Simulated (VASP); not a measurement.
The system is Ag.

```
Ag
1.0
     0.00000    2.04275    2.04275
     2.04275    0.00000    2.04275
     2.04275    2.04275    0.00000
Ag
1
Direct
  0.00000 0.00000 0.00000
```

- Program: VASP 6.6.1
- Task: relaxation of cell and atoms
- Functional: revPBE
- Potentials or basis: VASP PAW PBE potentials, release 64 (Ag)
- Cutoff: 600 eV
- k mesh: 11 × 11 × 11
- Occupations: fermi-dirac, width 0.05 eV
- Spin: no spin polarisation

At the start: pressure 7.2 GPa; volume 17.05 Å³/atom.

Question: Where does the relaxation end?

Answer: Over 3 steps the energy falls by 27.3 meV/atom and the volume is 18.37 Å³/atom (+7.8 %); space group Fm-3m (No. 225, to 0.05 Å).

Step by step:
```
step  energy change (eV)  largest force (eV/Å)  pressure (GPa)  volume (Å³)
   1              0.0000                0.0000            7.21        17.05
   2             -0.0226                0.0000           -2.33        19.01
   3             -0.0273                0.0000            0.04        18.37
```

Final structure:
```yaml
crystal:
  lattice:
    - [0.00000, 2.09436, 2.09436]
    - [2.09436, 0.00000, 2.09436]
    - [2.09436, 2.09436, 0.00000]
  atoms:
    - { symbol: Ag, position: [0.00000, 0.00000, 0.00000] }
```

Caveat: the PAW data sets were made with another functional, which shifts forces and pressure a little.
